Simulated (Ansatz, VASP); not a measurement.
**Te2Mo: VASP beside Ansatz**

Contents of INCAR:

```
PREC     = Accurate       # precision mode
ENCUT    = 520            # plane-wave cutoff, eV
EDIFF    = 1E-6           # SCF threshold, eV
ISMEAR   = 0              # smearing method
SIGMA    = 0.05           # smearing width, eV
LREAL    = F              # projectors in reciprocal space
LASPH    = T              # aspherical terms in the spheres
NELM     = 60             # most SCF steps
ALGO     = Normal         # electronic algorithm
ISIF     = 2              # what is computed and relaxed
LWAVE    = F              # write WAVECAR
LCHARG   = F              # write CHGCAR
GGA      = PE             # functional
IVDW     = 12             # dispersion correction
NBANDS   = 20             # bands
```

File KPOINTS:

```
Automatic mesh
0
Gamma
  9 9 4
```

Contents of POSCAR:

```
Te2Mo
1.0
    3.6174889149      0.0000000000      0.0000000000
   -1.8087444575      3.1328372982      0.0000000000
    0.0000000000      0.0000000000      7.0908358394
Te Mo
2 1
Direct
    0.3247932314      0.6495864627      0.7614144829
    0.3418734353      0.6837468706      0.2385855171
    0.0000000000      0.0000000000      0.0000000000
```

Input for Ansatz:

```yaml
crystal:
  lattice:
    - [3.6174889149, 0.0, 0.0]
    - [-1.8087444575, 3.1328372982, 0.0]
    - [0.0, 0.0, 7.0908358394]
  atoms:
    - { symbol: Te, position: [0.3247932314, 0.6495864627, 0.7614144829] }
    - { symbol: Te, position: [0.3418734353, 0.6837468706, 0.2385855171] }
    - { symbol: Mo, position: [0.0, 0.0, 0.0] }
basis:
  ecutwfc: 420
kpoints:
  mp_grid: { grid: [9, 9, 4] }
hamiltonian:
  xc: pbe
  dispersion: d3bj
scf:
  occupations: { method: gaussian, width: 0.05 }
output:
  forces: true
  stress: true
  eigenvalues: true
```

Change from the starting cell: mode 5 frozen in at -0.052 Å, strain +e along z and -e/2 along x and y -0.0700.

Alike in both runs: task single point; functional PBE; dispersion D3(BJ); k mesh 9 × 9 × 4; occupations gaussian, width 0.05 eV; no spin polarisation.

```csv
,VASP,Ansatz
version,VASP 6.6.1,Ansatz 0.2.0
potentials or method,"VASP PAW PBE potentials, release 64 (Te, Mo_sv), cutoff 520 eV","scalar-relativistic, plane waves, PAW"
valence electrons in the cell,26,46
```

Ansatz gave:

| Item | Value |
| --- | --- |
| gap on the k mesh at the Fermi level (eV) | 0.21 |
| least direct gap on the mesh (eV) | 0.78 |
| pressure (GPa) | 2.5 |
| traceless stress, the component that is largest in VASP (GPa) | 7.69 |
| rms of the force components (eV/Å) | 0.542 |

Estimate VASP's values.

gap on the k mesh at the Fermi level (eV): 0.19; least direct gap on the mesh (eV): 0.78; pressure (GPa): 2.6; traceless stress, the component that is largest in VASP (GPa): 7.77; rms of the force components (eV/Å): 0.552.

Atom by atom the forces differ by 0.011 eV/Å (rms over components). VASP's potentials hold 26 valence electrons a cell and Ansatz's 46, so a difference there can come from the potentials and not from the codes.

Neither program's run includes spin-orbit coupling.
